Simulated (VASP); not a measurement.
Runs of VASP 6.6.1 on CdP. The structure is that of space group F-43m (No. 216), or close to it. The cells are those of the table. 

| task | cell | k mesh | cutoff (eV) | gap on the mesh (eV) | pressure (GPa) |
| --- | --- | --- | --- | --- | --- |
| relaxation of cell and atoms | relaxed from a = 4.019 Å, angles 60.0°, 2 atoms | 6 × 6 × 6 | 600 | none | 0.0 |
| single point | a = 4.177 Å, angles 60.0°, 2 atoms | 16 × 16 × 16 | 520 | none | 0.3 |
| single point | a = 4.019 Å, angles 60.0°, 2 atoms | 6 × 6 × 6 | 520 | none | (a) |
| single point | a = 4.175 Å, angles 60.0°, 2 atoms | 6 × 6 × 6 | 520 | none | 0.5 |

Alike in all rows: level PBE; potentials or basis VASP PAW PBE potentials, release 64 (Cd, P); no spin polarisation; smearing gaussian 0.1 eV.

Question: Estimate the missing entries.

Answer: (a) 8.3.

Caveats: the cell stands under pressure (at least some runs).

A k mesh can miss the band edges, and the runs leave out spin-orbit coupling on Cd.

A gap of «none» marks levels without a gap at the run's occupations.
